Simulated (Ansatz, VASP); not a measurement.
Given: the input of a run of Ansatz 0.2.0 on SrCl2.

Contents of input.yaml:

```yaml
crystal:
  lattice:
    - [0.0, 3.48835, 3.48835]
    - [3.48835, 0.0, 3.48835]
    - [3.48835, 3.48835, 0.0]
  atoms:
    - { symbol: Sr, position: [0.0, 0.0, 0.0] }
    - { symbol: Cl, position: [0.75, 0.75, 0.75] }
    - { symbol: Cl, position: [0.25, 0.25, 0.25] }
hamiltonian:
  xc: pbesol
  pseudopotentials: { kind: paw }
kpoints:
  mp_grid: { grid: [7, 7, 7] }
scf:
  occupations: { method: fermi_dirac, width: 0.05 }
output:
  forces: true
  stress: true
  eigenvalues: true
```

Potentials or basis: Ansatz PAW.

Command:

```console
$ ansatz run input.yaml --threads 1 --pin off --max-ram 3584MiB --backend cpu --events-out ev --progress --plain --runs-dir out
```

**Question.** Translate it to VASP 6.6.1. Potentials there: VASP PAW PBE potentials, release 64 (Sr_sv, Cl).

**Answer.** As run (the cutoff follows the program's own potentials):

INCAR

```
PREC = Accurate
ENCUT = 520
EDIFF = 1E-6
ISMEAR = -1
SIGMA = 0.05
LREAL = False
LASPH = True
NELM = 60
ALGO = Normal
ISIF = 2
LWAVE = False
LCHARG = False
GGA = PS
NBANDS = 19
```

The input KPOINTS:

```
regular mesh
0
Gamma
  7 7 7
```

POSCAR

```
SrCl2
1.0
    0.0000000000      3.4883500000      3.4883500000
    3.4883500000      0.0000000000      3.4883500000
    3.4883500000      3.4883500000      0.0000000000
Sr Cl
1 2
Direct
    0.0000000000      0.0000000000      0.0000000000
    0.7500000000      0.7500000000      0.7500000000
    0.2500000000      0.2500000000      0.2500000000
```

Potentials or basis: VASP PAW PBE potentials, release 64 (Sr_sv, Cl).

Launch:

```console
$ cat potpaw_PBE.64/Sr_sv/POTCAR potpaw_PBE.64/Cl/POTCAR > POTCAR
$ mpirun -np 1 vasp_std > vasp.out
```

Both were run:

|  | VASP | Ansatz | Ansatz less VASP |
| --- | --- | --- | --- |
| gap on the k mesh at the Fermi level (eV) | 5.17 | 5.18 | +0.009 |
| least direct gap on the mesh (eV) | 5.48 | 5.48 | +0.007 |
| pressure (GPa) | -0.9 | -1.1 | -0.12 |

VASP's potentials were made for PBE, not for PBEsol.

Noted on Ansatz's run: odd divisions of the mesh miss points on the zone boundary, where band edges often lie, so the gap on the mesh can be too wide.
